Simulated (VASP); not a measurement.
# MgO (Fm-3m) in VASP: further runs

MgO is run at these levels: LDA; tasks: single point.

Everything below comes from runs of VASP 6.6.1. Logs are shortened: lines on timing, memory, paths and dates and some standing lists are left out, and cuts for length are marked.

**1. The cell of the first run**

Symmetry: Fm-3m, No. 225, cubic system. Conventional cell: a = 4.352 Å, b = 4.352 Å, c = 4.352 Å, α = 90.00°, β = 90.00°, γ = 90.00°. Within 2.9 Å of Mg (site symmetry m-3m) lie 6 O at 2.18 Å. Within 2.9 Å of O (site symmetry m-3m) lie 6 Mg at 2.18 Å.

**2. Single point, LDA**

INCAR

```
ALGO = Normal ; EDIFF = 1E-6
ENCUT = 600 ; GGA = CA
GGA_COMPAT = False ; ISIF = 2
ISMEAR = 0 ; LASPH = True
LCHARG = False ; LREAL = False
LWAVE = False ; NBANDS = 11
NELM = 120 ; PREC = Accurate
SIGMA = 0.1
```

KPOINTS

```
k-points
0
Gamma
  9 9 9
```

POSCAR

```
MgO
1.0
    0.0000000000      2.1760000000      2.1760000000
    2.1760000000      0.0000000000      2.1760000000
    2.1760000000      2.1760000000      0.0000000000
Mg O
1 1
Direct
    0.0000000000      0.0000000000      0.0000000000
    0.5000000000      0.5000000000      0.5000000000
```

Potentials or basis: VASP PAW LDA potentials, release 64 (Mg, O).

Run with:

```sh
$ cat potpaw_LDA.64/Mg/POTCAR potpaw_LDA.64/O/POTCAR > POTCAR
$ mpirun -np 1 vasp_std > vasp.out
```

OUTCAR:

```text
EDIFF = 1E-6
   ENCUT = 600
   GGA = CA
   ISIF = 2
   ISMEAR = 0
   LASPH = True
   LREAL = False
   NELM = 120
   PREC = Accurate

 ion  position               nearest neighbor table
   1  0.000  0.000  0.000-   2 2.18   2 2.18   2 2.18   2 2.18   2 2.18   2 2.18
   2  0.500  0.500  0.500-   1 2.18   1 2.18   1 2.18   1 2.18   1 2.18   1 2.18

  LATTYP: Found a face centered cubic cell.
 ALAT       =     4.3520000000

  Lattice vectors:

 A1 = (   0.0000000000,   2.1760000000,   2.1760000000)
 A2 = (   2.1760000000,   0.0000000000,   2.1760000000)
 A3 = (   2.1760000000,   2.1760000000,   0.0000000000)

Analysis of symmetry for initial positions (statically):
=====================================================================
 Subroutine PRICEL returns:
 Original cell was already a primitive cell.

 Routine SETGRP: Setting up the symmetry group for a
 face centered cubic supercell.

 Subroutine GETGRP returns: Found 48 space group operations
 (whereof 48 operations were pure point group operations)
 out of a pool of 48 trial point group operations.

The static configuration has the point symmetry O_h .

Analysis of symmetry for dynamics (positions and initial velocities):
=====================================================================
 Subroutine PRICEL returns:
 Original cell was already a primitive cell.

 Routine SETGRP: Setting up the symmetry group for a
 face centered cubic supercell.

 Subroutine GETGRP returns: Found 48 space group operations
 (whereof 48 operations were pure point group operations)
 out of a pool of 48 trial point group operations.

The dynamic configuration has the point symmetry O_h .

 Subroutine INISYM returns: Found 48 space group operations
 (whereof 48 operations are pure point group operations),
 and found     1 'primitive' translations

----------------------------------------------------------------------------------------

                                     Primitive cell

  volume of cell :      20.6066

  direct lattice vectors                    reciprocal lattice vectors
     0.000000000  2.176000000  2.176000000    -0.229779412  0.229779412  0.229779412
     2.176000000  0.000000000  2.176000000     0.229779412 -0.229779412  0.229779412
     2.176000000  2.176000000  0.000000000     0.229779412  0.229779412 -0.229779412

  length of vectors
     3.077328712  3.077328712  3.077328712     0.397989616  0.397989616  0.397989616

  position of ions in fractional coordinates (direct lattice)
     0.000000000  0.000000000  0.000000000
     0.500000000  0.500000000  0.500000000

  ion indices of the primitive-cell ions
   primitive index   ion index
                 1           1
                 2           2

----------------------------------------------------------------------------------------

 KPOINTS: k-points

Automatic generation of k-mesh.
 Grid dimensions read from file:
 generate k-points for:    9    9    9

 Generating k-lattice:

  Cartesian coordinates                     Fractional coordinates (reciprocal lattice)
    -0.025531046  0.025531046  0.025531046     0.111111111  0.000000000  0.000000000
     0.025531046 -0.025531046  0.025531046     0.000000000  0.111111111  0.000000000
     0.025531046  0.025531046 -0.025531046     0.000000000  0.000000000  0.111111111

  Length of vectors
     0.044221068  0.044221068  0.044221068

  Shift w.r.t. Gamma in fractional coordinates (k-lattice)
     0.000000000  0.000000000  0.000000000

 Subroutine IBZKPT returns following result:
 ===========================================

 Found     35 irreducible k-points:

 Following reciprocal coordinates:
            Coordinates               Weight
  0.000000  0.000000  0.000000      1.000000
  0.111111  0.000000  0.000000      8.000000
  0.222222  0.000000  0.000000      8.000000
  0.333333  0.000000  0.000000      8.000000
  0.444444  0.000000  0.000000      8.000000
  0.111111  0.111111  0.000000      6.000000
[... 16 lines left out ...]
 -0.333333  0.333333  0.000000     12.000000
  0.444444  0.444444  0.000000      6.000000
 [... further k-points ...]
   k-points           NKPTS =     35   k-points in BZ     NKDIM =     35   number of bands    NBANDS=     11
   number of dos      NEDOS =    301   number of ions     NIONS =      2
   total plane-waves  NPLWV =  21952
   dimension x,y,z NGX =    28 NGY =   28 NGZ =   28
   dimension x,y,z NGXF=    56 NGYF=   56 NGZF=   56
   ions per type =               1   1
   NGX,Y,Z   is equivalent  to a cutoff of  15.13, 15.13, 15.13 a.u.
   NGXF,Y,Z  is equivalent  to a cutoff of  30.25, 30.25, 30.25 a.u.
 SYSTEM =  unknown system
   PREC   = accura    normal or accurate (medium, high low for compatibility)
   ISTART =      0    job   : 0-new  1-cont  2-samecut
   ICHARG =      2    charge: 1-file 2-atom 10-const
   ISPIN  =      1    spin polarized calculation?
   LNONCOLLINEAR =      F non collinear calculations
   LSORBIT =      F    spin-orbit coupling
   LASPH  =      T    aspherical Exc in radial PAW
   ENCUT  =  600.0 eV  44.10 Ry    6.64 a.u.   6.15  6.15  6.15*2*pi/ulx,y,z
   NELM   =    120;   NELMIN=  2; NELMDL= -5     # of ELM steps
   EDIFF  = 0.1E-05   stopping-criterion for ELM
   LREAL  =      F    real-space projection
   EDIFFG = 0.1E-04   stopping-criterion for IOM
   NSW    =      0    number of steps for IOM
   IBRION =     -1    ionic relax: 0-MD 1-quasi-New 2-CG
   NFREE  =      0    steps in history (QN), initial steepest desc. (CG)
   ISIF   =      2    stress and relaxation
   ISYM   =      2    0-nonsym 1-usesym 2-fastsym
   POTIM  = 0.5000    time-step for ionic-motion
   TEBEG  =    0.0;   TEEND  =   0.0 temperature during run
   PSTRESS=    0.0 pullay stress
   NELECT =       8.0000    total number of electrons
   NUPDOWN=      -1.0000    fix difference up-down
   EMIN   =  10.00;   EMAX   =-10.00  energy-range for DOS
   EFERMI =   0.00;   METHOD = LEGACY
   ISMEAR =     0;   SIGMA  =   0.10  broadening in eV -4-tet -1-fermi 0-gaus
   EFERMI_NEDOS =   21; number of points for ismear=-14 and -15
   IALGO  =     38    algorithm
   IMIX   =      4    mixing-type and parameters
     AMIX     =   0.40;   BMIX     =  1.00
     AMIX_MAG =   1.60;   BMIX_MAG =  1.00
  volume/ion in A,a.u.               =      10.30        69.53
  Fermi-wavevector in a.u.,A,eV,Ry     =   1.194270  2.256843 19.405736  1.426281
  Thomas-Fermi vector in A             =   2.330264
   LORBIT       =      0    0 simple, 1 ext, 2 COOP (PROOUT), +10 PAW based schemes
   GGA     = CA    functional components
   LHFCALC =     F    Hartree Fock is set to
   AEXX    =    0.0000 exact exchange contribution
   IVDW    =     0    specifies the selected vdW correction
   LEPSILON=     F    determine dielectric tensor
   LRPA    =     F    only Hartree local field effects (RPA)
 non-spin polarized calculation
 Gauss-broadening in eV      SIGMA  =   0.10
  energy-cutoff  :      600.00
  volume of cell :       20.61
 maximum number of plane-waves:       701
 NGX is ok and might be reduce to    28
   NGX = 13   NGY = 13   NGZ = 13

 number of electron       8.0000001 magnetization

 Free energy of the ion-electron system (eV)
  ---------------------------------------------------
  ext. energy  EPLUGINS =         0.00000000
  ---------------------------------------------------
  free energy    TOTEN  =       -13.26068153 eV

  energy without entropy =      -13.26068153  energy(sigma->0) =      -13.26068153

 E-fermi :   2.6182     XC(G=0): -11.1267

 val. band max:        2.1729622847   @ k =   0.0000   0.0000   0.0000
 cond. band min:       5.9341325366   @ k =   0.0000   0.0000   0.0000
 fundamental gap:      3.7611702519
 Fermi energy:         2.6181868157

 k-point     1 :       0.0000    0.0000    0.0000
  band No.  band energies     occupation
      1     -14.3445      2.00000
      2       2.1730      2.00000
      3       2.1730      2.00000
      4       2.1730      2.00000
      5       5.9341      0.00000
      6      17.1651      0.00000
      7      17.1651      0.00000
      8      17.1651      0.00000
      9      20.9424      0.00000
     10      22.4679      0.00000
     11      22.4679      0.00000

 k-point     2 :       0.1111    0.0000    0.0000
  band No.  band energies     occupation
      1     -14.2307      2.00000
      2       1.4026      2.00000
      3       2.1024      2.00000
      4       2.1024      2.00000
      5       6.6954      0.00000
      6      15.7745      0.00000
      7      17.4075      0.00000
      8      17.4075      0.00000
      9      21.4342      0.00000
     10      21.4342      0.00000
     11      22.5010      0.00000

 k-point     3 :       0.2222    0.0000    0.0000
  band No.  band energies     occupation
      1     -13.9260      2.00000
      2       0.0012      2.00000
      3       1.9296      2.00000
      4       1.9296      2.00000
      5       8.0096      0.00000
      6      14.1854      0.00000
      7      17.7418      0.00000
      8      17.7418      0.00000
      9      20.8545      0.00000
     10      20.8545      0.00000
     11      22.4476      0.00000

 k-point     4 :       0.3333    0.0000    0.0000
  band No.  band energies     occupation
      1     -13.5450      2.00000
      2      -1.2608      2.00000
      3       1.7433      2.00000
      4       1.7433      2.00000
      5       8.9566      0.00000
      6      13.4835      0.00000
      7      17.5314      0.00000
      8      17.5314      0.00000
      9      21.7070      0.00000
     10      21.7070      0.00000
     11      21.7760      0.00000
[... 239 lines left out ...]
 k-point    22 :      -0.4444    0.3333    0.0000
  band No.  band energies     occupation
      1     -13.0125      2.00000
      2      -1.2126      2.00000
      3       0.0142      2.00000
      4       1.1231      2.00000
      5      11.3912      0.00000
      6      12.4272      0.00000
      7      13.7766      0.00000
      8      18.7027      0.00000
      9      18.9732      0.00000
     10      26.1940      0.00000
     11      27.1312      0.00000

 k-point    23 :      -0.3333    0.3333    0.0000
  band No.  band energies     occupation
      1     -13.0270      2.00000
      2      -0.8096      2.00000
      3      -0.6350      2.00000
      4       1.2800      2.00000
      5      11.6747      0.00000
      6      13.2380      0.00000
      7      13.4123      0.00000
      8      18.3663      0.00000
      9      19.5580      0.00000
     10      24.0744      0.00000
     11      27.6153      0.00000

 k-point    24 :       0.4444    0.4444    0.0000
  band No.  band energies     occupation
      1     -13.0388      2.00000
      2      -1.5243      2.00000
      3       0.9662      2.00000
      4       0.9662      2.00000
      5      10.8526      0.00000
      6      11.0513      0.00000
      7      14.0817      0.00000
      8      19.3190      0.00000
      9      19.3190      0.00000
     10      25.6429      0.00000
     11      27.1247      0.00000

 [... further k-points ...]
[... 5 lines left out ...]
  --------------------------------------------------------------------------------------
  -------------------------------------------------------------------------------------
  Total       -2.5133980     -2.5133980     -2.5133980     -0.0000000     -0.0000000      0.0000000
  in kB     -195.4182733   -195.4182733   -195.4182733     -0.0000000     -0.0000000      0.0000000
  external PRESSURE =    -195.4182733 kB  Pullay stress =       0.0000000 kB

 VOLUME and BASIS-vectors are now :
 -----------------------------------------------------------------------------
  energy-cutoff  :      600.00
  volume of cell :       20.61
      direct lattice vectors                 reciprocal lattice vectors
     0.000000000  2.176000000  2.176000000    -0.229779412  0.229779412  0.229779412
     2.176000000  0.000000000  2.176000000     0.229779412 -0.229779412  0.229779412
     2.176000000  2.176000000  0.000000000     0.229779412  0.229779412 -0.229779412

 POSITION                                       TOTAL-FORCE (eV/Angst)
 -----------------------------------------------------------------------------------
      0.00000      0.00000      0.00000         0.000000     -0.000000     -0.000000
      2.17600      2.17600      2.17600        -0.000000      0.000000      0.000000
 -----------------------------------------------------------------------------------
    total drift:                                0.000000      0.000000      0.000000

  FREE ENERGIE OF THE ION-ELECTRON SYSTEM (eV)
  ---------------------------------------------------
  free  energy   TOTEN  =       -13.2606815266 eV

  energy  without entropy=      -13.2606815265  energy(sigma->0) =      -13.26068153
```

Run time: 9.9 s. Hardware: 1 thread of Intel Xeon Platinum 8559C (Emerald Rapids), shared host; peak memory 0.14 GiB.

Results:

```
Free energy            : -13.2607 eV
Pressure               : -19.5 GPa
Band gap on the k mesh : 3.76 eV, direct
```

Levels at points of the mesh, in eV from the valence-band top:
```tsv
k point	band 1	band 2	band 3	band 4	band 5	band 6	band 7	band 8	band 9
(0.00, 0.00, 0.00)	-16.52	0.00	0.00	0.00	3.76	14.99	14.99	14.99	18.77
```

**3. Single point, LDA**

INCAR

```
SYSTEM = MgO
PREC     = Accurate       ! precision mode
ENCUT    = 600            ! plane-wave cutoff, eV
EDIFF    = 1E-6           ! SCF threshold, eV
ISMEAR   = 0              ! smearing method
SIGMA    = 0.1            ! smearing width, eV
LREAL    = .False.        ! projectors in reciprocal space
LASPH    = .True.         ! aspherical terms in the spheres
NELM     = 120            ! most SCF steps
ALGO     = Normal         ! electronic algorithm
ISIF     = 2              ! what is computed and relaxed
LWAVE    = .False.        ! write WAVECAR
LCHARG   = .False.        ! write CHGCAR
NBANDS   = 11             ! bands
GGA_COMPAT= .False.
```

KPOINTS

```
regular mesh
0
Gamma
  9 9 9
  0 0 0
```

POSCAR is that of step 2.

Potentials or basis: VASP PAW LDA potentials, release 64 (Mg, O).

Run with:

```sh
$ cat potpaw_LDA.64/Mg/POTCAR potpaw_LDA.64/O/POTCAR > POTCAR
$ mpirun -np 1 vasp_std > vasp.out
```

OUTCAR:

```text
SYSTEM = MgO
   PREC = Accurate
   ENCUT = 600
   EDIFF = 1E-6
   ISMEAR = 0
   LREAL = .False.
   LASPH = .True.
   NELM = 120
   ISIF = 2

 ion  position               nearest neighbor table
   1  0.000  0.000  0.000-   2 2.18   2 2.18   2 2.18   2 2.18   2 2.18   2 2.18
   2  0.500  0.500  0.500-   1 2.18   1 2.18   1 2.18   1 2.18   1 2.18   1 2.18

  LATTYP: Found a face centered cubic cell.
 ALAT       =     4.3520000000

  Lattice vectors:

 A1 = (   0.0000000000,   2.1760000000,   2.1760000000)
 A2 = (   2.1760000000,   0.0000000000,   2.1760000000)
 A3 = (   2.1760000000,   2.1760000000,   0.0000000000)

[... 515 lines left out ...]
     10      25.6429      0.00000
     11      27.1247      0.00000

 [... further k-points ...]
[... 5 lines left out ...]
  --------------------------------------------------------------------------------------
  -------------------------------------------------------------------------------------
  Total       -2.5133980     -2.5133980     -2.5133980     -0.0000000     -0.0000000      0.0000000
  in kB     -195.4182733   -195.4182733   -195.4182733     -0.0000000     -0.0000000      0.0000000
  external PRESSURE =    -195.4182733 kB  Pullay stress =       0.0000000 kB

 VOLUME and BASIS-vectors are now :
 -----------------------------------------------------------------------------
  energy-cutoff  :      600.00
  volume of cell :       20.61
      direct lattice vectors                 reciprocal lattice vectors
     0.000000000  2.176000000  2.176000000    -0.229779412  0.229779412  0.229779412
     2.176000000  0.000000000  2.176000000     0.229779412 -0.229779412  0.229779412
     2.176000000  2.176000000  0.000000000     0.229779412  0.229779412 -0.229779412

 POSITION                                       TOTAL-FORCE (eV/Angst)
 -----------------------------------------------------------------------------------
      0.00000      0.00000      0.00000         0.000000     -0.000000     -0.000000
      2.17600      2.17600      2.17600        -0.000000      0.000000      0.000000
 -----------------------------------------------------------------------------------
    total drift:                                0.000000      0.000000      0.000000

  FREE ENERGIE OF THE ION-ELECTRON SYSTEM (eV)
  ---------------------------------------------------
  free  energy   TOTEN  =       -13.2606815266 eV

  energy  without entropy=      -13.2606815265  energy(sigma->0) =      -13.26068153
```

stdout:

```text
POSCAR found type information on POSCAR MgO
 POSCAR found :  2 types and       2 ions
 scaLAPACK will be used
 LDA part: xc-table for (Slater(with rela. corr.)+CA(PZ))
 , standard interpolation
 POSCAR, INCAR and KPOINTS ok, starting setup
 FFT: planning ... GRIDC
 FFT: planning ... GRID_SOFT
 FFT: planning ... GRID
 WAVECAR not read
 entering main loop
```

Wall time 8.2 s (1 thread of Intel Xeon Platinum 8559C (Emerald Rapids), shared host); peak memory 0.14 GiB.

What came out:

- Free energy: -13.2607 eV
- Pressure: -19.5 GPa
- Band gap on the k mesh: 3.76 eV, direct

As with any semilocal functional, this LDA gap is likely too small.

(Continued in part 2 of 2.)
